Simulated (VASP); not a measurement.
Input of a VASP 6.6.1 run:

The input INCAR:

```
SYSTEM = Pb
  ALGO = Normal
  EDIFF = 1E-6
  ENCUT = 520
  GGA = PE
  ISIF = 2
  ISMEAR = 0
  LASPH = .True.
  LCHARG = .False.
  LREAL = .False.
  LWAVE = .False.
  NBANDS = 13
  NELM = 60
  PREC = Accurate
  SIGMA = 0.017
```

The input KPOINTS:

```
k-points
0
Gamma
  9 9 9
  0 0 0
```

File POSCAR:

```
Pb
1.0
   -1.9796595667      1.9796595667      1.9796595667
    1.9796595667     -1.9796595667      1.9796595667
    1.9796595667      1.9796595667     -1.9796595667
Pb
1
Direct
    0.0000000000      0.0000000000      0.0000000000
```

Potentials or basis: VASP PAW PBE potentials, release 64 (Pb_d).

Command:

```sh
$ cat potpaw_PBE.64/Pb_d/POTCAR > POTCAR
$ mpirun -np 1 vasp_std > vasp.out
```

(1) What does it give for the band gap on the k mesh?

(2) Estimate the pressure.

## Answers

(1) zero (band 7 reaches 14.46 eV, above the bottom of band 8 at 5.02 eV).

(2) 0.6 GPa.

Caveat: spin-orbit coupling is left out, which moves the levels of the heavy elements.
